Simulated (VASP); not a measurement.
# SiO2 (Pmma) in VASP: notebook

SiO2 is run at these levels: LDA; tasks: single point.

All numbers are computed with VASP 6.6.1; they aren't measurements. Logs are shortened: lines on timing, memory, paths and dates and some standing lists are left out, and cuts for length are marked.

### Step 1. The cell of the first run

Symmetry: Pmma, No. 51, orthorhombic system. The conventional cell has a = 5.178 Å, b = 7.020 Å, c = 8.078 Å, α = 90.00°, β = 90.00°, γ = 90.00°. Within 2.1 Å of Si (site symmetry m) lie 4 O at 1.59 to 1.60 Å. Within 2.1 Å of Si (site symmetry mm2) lie 4 O at 1.58 to 1.60 Å. Within 2.1 Å of O (site symmetry 2) lie 2 Si at 1.60 Å. Within 2.1 Å of O (site symmetry mm2) lie 2 Si at 1.59 Å. O (site symmetry m) has 2 Si at 1.59 to 1.60 Å within 2.1 Å. Within 2.1 Å of O (site symmetry 2/m) lie 2 Si at 1.58 Å.

### Step 2. Single point, LDA (16.31 Å³/atom)

INCAR

```
SYSTEM = SiO2
ALGO = Normal
EDIFF = 1E-6
ENCUT = 520
GGA = CA
ISIF = 2
ISMEAR = 0
LASPH = .TRUE.
LCHARG = .TRUE.
LELF = .TRUE.
LREAL = Auto
LVHAR = .TRUE.
LWAVE = .FALSE.
NBANDS = 63
NELM = 60
PREC = Accurate
SIGMA = 0.02
```

KPOINTS

```
k-points
0
G
  4 4 4
  0 0 0
```

POSCAR

```
SiO2
1.0
    5.1780201916      0.0000000000      0.0000000000
    0.0000000000      7.0204946718      0.0000000000
    0.0000000000      0.0000000000      8.0782822287
Si O
6 12
Direct
    0.2500000000      0.2257673805      0.0969889936
    0.7500000000      0.7742326195      0.9030110064
    0.7500000000      0.2257673805      0.9030110064
    0.2500000000      0.7742326195      0.0969889936
    0.2500000000      0.5000000000      0.3883546148
    0.7500000000      0.5000000000      0.6116453852
    0.0000000000      0.2984631214      0.0000000000
    0.5000000000      0.7015368786      0.0000000000
    0.0000000000      0.7015368786      0.0000000000
    0.5000000000      0.2984631214      0.0000000000
    0.2500000000      0.0000000000      0.1104008421
    0.7500000000      0.0000000000      0.8895991579
    0.2500000000      0.3096303801      0.2799358817
    0.7500000000      0.6903696199      0.7200641183
    0.7500000000      0.3096303801      0.7200641183
    0.2500000000      0.6903696199      0.2799358817
    0.5000000000      0.5000000000      0.5000000000
    0.0000000000      0.5000000000      0.5000000000
```

Potentials or basis: VASP PAW LDA potentials, release 64 (Si, O).

The run is started by

```bash
$ cat potpaw_LDA.64/Si/POTCAR potpaw_LDA.64/O/POTCAR > POTCAR
$ mpirun -np 1 vasp_std > vasp.out
```

OUTCAR:

```text
SYSTEM = SiO2
   EDIFF = 1E-6
   ENCUT = 520
   GGA = CA
   ISIF = 2
   ISMEAR = 0
   LASPH = .TRUE.
   LREAL = Auto
   NELM = 60
   PREC = Accurate

 ion  position               nearest neighbor table
   1  0.250  0.226  0.097-  11 1.59  13 1.59   7 1.60  10 1.60   3 3.03   3 3.03   5 3.04
   2  0.750  0.774  0.903-  12 1.59  14 1.59   8 1.60   9 1.60   4 3.03   4 3.03   6 3.04
   3  0.750  0.226  0.903-  12 1.59  15 1.59   7 1.60  10 1.60   1 3.03   1 3.03   6 3.04
   4  0.250  0.774  0.097-  11 1.59  16 1.59   8 1.60   9 1.60   2 3.03   2 3.03   5 3.04
   5  0.250  0.500  0.388-  17 1.58  18 1.58  13 1.60  16 1.60   1 3.04   4 3.04
   6  0.750  0.500  0.612-  17 1.58  18 1.58  14 1.60  15 1.60   2 3.04   3 3.04
   7  0.000  0.298  0.000-   1 1.60   3 1.60
   8  0.500  0.702  0.000-   2 1.60   4 1.60
   9  0.000  0.702  0.000-   2 1.60   4 1.60
  10  0.500  0.298  0.000-   1 1.60   3 1.60
  11  0.250  0.000  0.110-   1 1.59   4 1.59
  12  0.750  0.000  0.890-   2 1.59   3 1.59
  13  0.250  0.310  0.280-   1 1.59   5 1.60
  14  0.750  0.690  0.720-   2 1.59   6 1.60
  15  0.750  0.310  0.720-   3 1.59   6 1.60
  16  0.250  0.690  0.280-   4 1.59   5 1.60
  17  0.500  0.500  0.500-   5 1.58   6 1.58
  18  0.000  0.500  0.500-   5 1.58   6 1.58

  LATTYP: Found a simple orthorhombic cell.
 ALAT       =     5.1780201916
 B/A-ratio  =     1.3558260517
 C/A-ratio  =     1.5601102216

  Lattice vectors:

 A1 = (   5.1780201916,   0.0000000000,   0.0000000000)
 A2 = (   0.0000000000,   7.0204946718,   0.0000000000)
 A3 = (   0.0000000000,   0.0000000000,   8.0782822287)

Analysis of symmetry for initial positions (statically):
=====================================================================
 Subroutine PRICEL returns:
 Original cell was already a primitive cell.

 Routine SETGRP: Setting up the symmetry group for a
 simple orthorhombic supercell.

 Subroutine GETGRP returns: Found  8 space group operations
 (whereof  4 operations were pure point group operations)
 out of a pool of  8 trial point group operations.

The static configuration has the point symmetry C_2h.
 The point group associated with its full space group is D_2h.

Analysis of symmetry for dynamics (positions and initial velocities):
=====================================================================
 Subroutine PRICEL returns:
 Original cell was already a primitive cell.

 Routine SETGRP: Setting up the symmetry group for a
 simple orthorhombic supercell.

 Subroutine GETGRP returns: Found  8 space group operations
 (whereof  4 operations were pure point group operations)
 out of a pool of  8 trial point group operations.

The dynamic configuration has the point symmetry C_2h.
 The point group associated with its full space group is D_2h.

 Subroutine INISYM returns: Found  8 space group operations
 (whereof  4 operations are pure point group operations),
 and found     1 'primitive' translations

----------------------------------------------------------------------------------------

                                     Primitive cell

  volume of cell :     293.6638

  direct lattice vectors                    reciprocal lattice vectors
     5.178020192  0.000000000  0.000000000     0.193124006  0.000000000  0.000000000
     0.000000000  7.020494672  0.000000000     0.000000000  0.142440105  0.000000000
     0.000000000  0.000000000  8.078282229     0.000000000  0.000000000  0.123788693

  length of vectors
     5.178020192  7.020494672  8.078282229     0.193124006  0.142440105  0.123788693

  position of ions in fractional coordinates (direct lattice)
     0.250000000  0.225767381  0.096988994
     0.750000000  0.774232619  0.903011006
     0.750000000  0.225767381  0.903011006
     0.250000000  0.774232619  0.096988994
     0.250000000  0.500000000  0.388354615
     0.750000000  0.500000000  0.611645385
[... 10 lines left out ...]
     0.500000000  0.500000000  0.500000000
     0.000000000  0.500000000  0.500000000

  ion indices of the primitive-cell ions
   primitive index   ion index
                 1           1
                 2           2
                 3           3
                 4           4
                 5           5
                 6           6
[... 10 lines left out ...]
                17          17
                18          18

----------------------------------------------------------------------------------------

 KPOINTS: k-points

Automatic generation of k-mesh.
 Grid dimensions read from file:
 generate k-points for:    4    4    4

 Generating k-lattice:

  Cartesian coordinates                     Fractional coordinates (reciprocal lattice)
     0.048281001  0.000000000  0.000000000     0.250000000  0.000000000  0.000000000
     0.000000000  0.035610026  0.000000000     0.000000000  0.250000000  0.000000000
     0.000000000  0.000000000  0.030947173     0.000000000  0.000000000  0.250000000

  Length of vectors
     0.048281001  0.035610026  0.030947173

  Shift w.r.t. Gamma in fractional coordinates (k-lattice)
     0.000000000  0.000000000  0.000000000

 Subroutine IBZKPT returns following result:
 ===========================================

 Found     27 irreducible k-points:

 Following reciprocal coordinates:
            Coordinates               Weight
  0.000000  0.000000  0.000000      1.000000
  0.250000  0.000000  0.000000      2.000000
  0.500000  0.000000  0.000000      1.000000
  0.000000  0.250000  0.000000      2.000000
  0.250000  0.250000  0.000000      4.000000
  0.500000  0.250000  0.000000      2.000000
[... 16 lines left out ...]
  0.250000  0.250000  0.500000      4.000000
  0.500000  0.250000  0.500000      2.000000
 [... further k-points ...]
   k-points           NKPTS =     27   k-points in BZ     NKDIM =     27   number of bands    NBANDS=     63
   number of dos      NEDOS =    301   number of ions     NIONS =     18
   total plane-waves  NPLWV = 129600
   dimension x,y,z NGX =    40 NGY =   54 NGZ =   60
   dimension x,y,z NGXF=    80 NGYF=  108 NGZF=  120
   ions per type =               6  12
   NGX,Y,Z   is equivalent  to a cutoff of  12.84, 12.79, 12.35 a.u.
   NGXF,Y,Z  is equivalent  to a cutoff of  25.68, 25.57, 24.70 a.u.
 SYSTEM =  SiO2
   PREC   = accura    normal or accurate (medium, high low for compatibility)
   ISTART =      0    job   : 0-new  1-cont  2-samecut
   ICHARG =      2    charge: 1-file 2-atom 10-const
   ISPIN  =      1    spin polarized calculation?
   LNONCOLLINEAR =      F non collinear calculations
   LSORBIT =      F    spin-orbit coupling
   LASPH  =      T    aspherical Exc in radial PAW
   ENCUT  =  520.0 eV  38.22 Ry    6.18 a.u.   9.63 13.05 15.02*2*pi/ulx,y,z
   NELM   =     60;   NELMIN=  2; NELMDL= -5     # of ELM steps
   EDIFF  = 0.1E-05   stopping-criterion for ELM
   LREAL  =      T    real-space projection
   EDIFFG = 0.1E-04   stopping-criterion for IOM
   NSW    =      0    number of steps for IOM
   IBRION =     -1    ionic relax: 0-MD 1-quasi-New 2-CG
   NFREE  =      0    steps in history (QN), initial steepest desc. (CG)
   ISIF   =      2    stress and relaxation
   ISYM   =      2    0-nonsym 1-usesym 2-fastsym
   POTIM  = 0.5000    time-step for ionic-motion
   TEBEG  =    0.0;   TEEND  =   0.0 temperature during run
   PSTRESS=    0.0 pullay stress
   NELECT =      96.0000    total number of electrons
   NUPDOWN=      -1.0000    fix difference up-down
   EMIN   =  10.00;   EMAX   =-10.00  energy-range for DOS
   EFERMI =   0.00;   METHOD = LEGACY
   ISMEAR =     0;   SIGMA  =   0.02  broadening in eV -4-tet -1-fermi 0-gaus
   EFERMI_NEDOS =   21; number of points for ismear=-14 and -15
   IALGO  =     38    algorithm
   IMIX   =      4    mixing-type and parameters
     AMIX     =   0.40;   BMIX     =  1.00
     AMIX_MAG =   1.60;   BMIX_MAG =  1.00
  volume/ion in A,a.u.               =      16.31       110.10
  Fermi-wavevector in a.u.,A,eV,Ry     =   1.127756  2.131150 17.304342  1.271833
  Thomas-Fermi vector in A             =   2.264443
   LORBIT       =      0    0 simple, 1 ext, 2 COOP (PROOUT), +10 PAW based schemes
   GGA     = CA    functional components
   LHFCALC =     F    Hartree Fock is set to
   AEXX    =    0.0000 exact exchange contribution
   IVDW    =     0    specifies the selected vdW correction
   LEPSILON=     F    determine dielectric tensor
   LRPA    =     F    only Hartree local field effects (RPA)
 non-spin polarized calculation
 Gauss-broadening in eV      SIGMA  =   0.02
  energy-cutoff  :      520.00
  volume of cell :      293.66
 maximum number of plane-waves:      7942
 NGX is ok and might be reduce to    40
   NGX = 19   NGY = 27   NGZ = 31

 number of electron      96.0000027 magnetization

 Free energy of the ion-electron system (eV)
  ---------------------------------------------------
  ext. energy  EPLUGINS =         0.00000000
  ---------------------------------------------------
  free energy    TOTEN  =      -155.17857758 eV

  energy without entropy =     -155.17857758  energy(sigma->0) =     -155.17857758

 E-fermi :  -0.7539     XC(G=0):  -8.0137

 val. band max:       -0.8820898398   @ k =   0.0000   0.0000   0.5000
 cond. band min:       4.5722289606   @ k =   0.0000   0.0000   0.0000
 fundamental gap:      5.4543188004
 Fermi energy:        -0.7539119998

 k-point     1 :       0.0000    0.0000    0.0000
  band No.  band energies     occupation
      1     -20.4788      2.00000
      2     -19.7225      2.00000
      3     -19.6774      2.00000
      4     -19.4623      2.00000
      5     -18.5684      2.00000
      6     -18.5537      2.00000
[... 52 lines left out ...]
     59       8.8505      0.00000
     60       8.8895      0.00000

 k-point     2 :       0.2500    0.0000    0.0000
  band No.  band energies     occupation
      1     -20.3493      2.00000
      2     -19.6348      2.00000
      3     -19.5801      2.00000
      4     -19.5353      2.00000
      5     -18.7753      2.00000
      6     -18.7415      2.00000
[... 52 lines left out ...]
     59       9.0463      0.00000
     60       9.1998      0.00000

 k-point     3 :       0.5000    0.0000    0.0000
  band No.  band energies     occupation
      1     -20.0131      2.00000
      2     -20.0131      2.00000
      3     -19.2060      2.00000
      4     -19.2060      2.00000
      5     -19.1631      2.00000
      6     -19.1631      2.00000
[... 1312 lines left out ...]
     59       8.9336      0.00000
     60       8.9368      0.00000

 k-point    24 :       0.5000    0.2500    0.5000
  band No.  band energies     occupation
      1     -19.9411      2.00000
      2     -19.9411      2.00000
      3     -19.4674      2.00000
      4     -19.4674      2.00000
      5     -18.9981      2.00000
      6     -18.9981      2.00000
[... 52 lines left out ...]
     59       9.1716      0.00000
     60       9.1716      0.00000

 [... further k-points ...]

 [bands above 60 left out]

------------------------ aborting loop because EDIFF is reached ----------------------------------------

  FORCE on cell =-STRESS in cart. coord.  units (eV):
  Direction    XX          YY          ZZ          XY          YZ          ZX
  --------------------------------------------------------------------------------------
  -------------------------------------------------------------------------------------
  Total        8.9097260      8.5473862      8.9275767      0.0000000      0.0000000      0.0000000
  in kB       48.6098696     46.6330087     48.7072598      0.0000000      0.0000000      0.0000000
  external PRESSURE =      47.9833794 kB  Pullay stress =       0.0000000 kB

 VOLUME and BASIS-vectors are now :
 -----------------------------------------------------------------------------
  energy-cutoff  :      520.00
  volume of cell :      293.66
      direct lattice vectors                 reciprocal lattice vectors
     5.178020192  0.000000000  0.000000000     0.193124006  0.000000000  0.000000000
     0.000000000  7.020494672  0.000000000     0.000000000  0.142440105  0.000000000
     0.000000000  0.000000000  8.078282229     0.000000000  0.000000000  0.123788693

 POSITION                                       TOTAL-FORCE (eV/Angst)
 -----------------------------------------------------------------------------------
      1.29451      1.58500      0.78350        -0.000000      0.018306      0.031652
      3.88352      5.43550      7.29478        -0.000000     -0.018306     -0.031652
      3.88352      1.58500      7.29478        -0.000000      0.018306     -0.031652
      1.29451      5.43550      0.78350        -0.000000     -0.018306      0.031652
      1.29451      3.51025      3.13724        -0.000000      0.000000      0.047353
      3.88352      3.51025      4.94104        -0.000000      0.000000     -0.047353
[... 10 lines left out ...]
      2.58901      3.51025      4.03914        -0.000000      0.000000      0.000000
      0.00000      3.51025      4.03914        -0.000000      0.000000      0.000000
 -----------------------------------------------------------------------------------
    total drift:                               -0.000000      0.000000      0.000000

  FREE ENERGIE OF THE ION-ELECTRON SYSTEM (eV)
  ---------------------------------------------------
  free  energy   TOTEN  =      -155.1785775802 eV

  energy  without entropy=     -155.1785775802  energy(sigma->0) =     -155.17857758
```

Wall time 9.5 min (1 thread of AMD EPYC 9R45 (Zen 5), shared host); peak memory 0.42 GiB.

Results:

```yaml
Free_energy: -155.1786 eV
Pressure: 4.8 GPa
Largest_force: 0.047 eV/Å
Band_gap_on_the_k_mesh: 5.45 eV (least direct gap 5.49 eV)
```

Forces in eV/Å, atoms in the order of the input:
```
Si   0.000  0.018  0.032
Si   0.000 -0.018 -0.032
Si   0.000  0.018 -0.032
Si   0.000 -0.018  0.032
Si   0.000  0.000  0.047
Si   0.000  0.000 -0.047
O    0.000  0.016  0.000
O    0.000 -0.016  0.000
O    0.000 -0.016  0.000
O    0.000  0.016  0.000
O    0.000  0.000 -0.003
O    0.000  0.000  0.003
O    0.000 -0.018  0.006
O    0.000  0.018 -0.006
O    0.000 -0.018 -0.006
O    0.000  0.018  0.006
O    0.000  0.000  0.000
O    0.000  0.000  0.000
```

Stress tensor (GPa, compression positive):
```
4.86 0.00 0.00
0.00 4.66 0.00
0.00 0.00 4.87
```

Caveat: the cell stands under pressure.

### Step 3. Single point, LDA (16.84 Å³/atom)

This run uses another cell than the first one, of 16.84 Å³/atom.

INCAR

```
SYSTEM = SiO2
ALGO = Normal
EDIFF = 1E-6
ENCUT = 520
GGA = CA
ISIF = 2
ISMEAR = 0
LASPH = .True.
LCHARG = .True.
LELF = .True.
LREAL = Auto
LVHAR = .True.
LWAVE = .False.
NBANDS = 63
NELM = 100
PREC = Accurate
SIGMA = 0.02
```

KPOINTS

```
k-points
0
Gamma
  4 4 4
  0 0 0
```

POSCAR

```
SiO2
1.0
    5.2003061542      0.0000000000      0.0000000000
    0.0000000000      7.1701686097      0.0000000000
    0.0000000000      0.0000000000      8.1271088327
Si O
6 12
Direct
    0.2500000000      0.2210122946      0.0997843929
    0.7500000000      0.7789877054      0.9002156071
    0.7500000000      0.2210122946      0.9002156071
    0.2500000000      0.7789877054      0.0997843929
    0.2500000000      0.5000000000      0.3879259292
    0.7500000000      0.5000000000      0.6120740708
    0.0000000000      0.2861649896      0.0000000000
    0.5000000000      0.7138350104      0.0000000000
    0.0000000000      0.7138350104      0.0000000000
    0.5000000000      0.2861649896      0.0000000000
    0.2500000000      0.0000000000      0.1240417227
    0.7500000000      0.0000000000      0.8759582773
    0.2500000000      0.3148142161      0.2777017382
    0.7500000000      0.6851857839      0.7222982618
    0.7500000000      0.3148142161      0.7222982618
    0.2500000000      0.6851857839      0.2777017382
    0.5000000000      0.5000000000      0.5000000000
    0.0000000000      0.5000000000      0.5000000000
```

Potentials or basis: VASP PAW LDA potentials, release 64 (Si, O).

The run is started by

```bash
$ cat potpaw_LDA.64/Si/POTCAR potpaw_LDA.64/O/POTCAR > POTCAR
$ mpirun -np 1 vasp_std > vasp.out
```

Run time: 7.9 min. Hardware: 1 thread of AMD EPYC 9R45 (Zen 5), shared host; peak memory 0.42 GiB.

Results (log left out):

| Property | Result |
| --- | --- |
| Free energy | -155.3821 eV |
| Pressure | 2.4 GPa |
| Largest force | 0.041 eV/Å |
| Band gap on the k mesh | 5.44 eV (least direct gap 5.45 eV) |

Forces in eV/Å, atoms in the order of the input:
```
Si   0.000  0.014  0.028
Si   0.000 -0.014 -0.028
Si   0.000  0.014 -0.028
Si   0.000 -0.014  0.028
Si   0.000  0.000  0.041
Si   0.000  0.000 -0.041
O    0.000  0.022  0.000
O    0.000 -0.022  0.000
O    0.000 -0.022  0.000
O    0.000  0.022  0.000
O    0.000  0.000 -0.012
O    0.000  0.000  0.012
O    0.000 -0.012  0.009
O    0.000  0.012 -0.009
O    0.000 -0.012 -0.009
O    0.000  0.012  0.009
O    0.000  0.000  0.000
O    0.000  0.000  0.000
```

Levels at points of the mesh, in eV from the valence-band top:
```tsv
k point	band 46	band 47	band 48	band 49	band 50	band 51
(0.00, 0.00, 0.00)	-0.62	-0.32	-0.01	5.44	7.91	8.12
(0.50, 0.00, 0.00)	-0.85	-0.52	-0.52	7.30	7.30	8.72
(0.00, 0.50, 0.00)	-0.30	-0.18	-0.01	6.45	6.51	8.14
(0.50, 0.50, 0.00)	-0.65	-0.29	-0.29	7.79	7.79	8.02
(0.00, 0.00, 0.50)	-0.44	-0.24	0.00	6.06	6.52	8.18
(0.50, 0.00, 0.50)	-0.86	-0.83	-0.83	7.73	7.73	7.84
(0.00, 0.50, 0.50)	-0.33	-0.28	0.00	6.77	7.14	7.31
(0.50, 0.50, 0.50)	-0.85	-0.31	-0.31	8.04	8.04	8.08
```
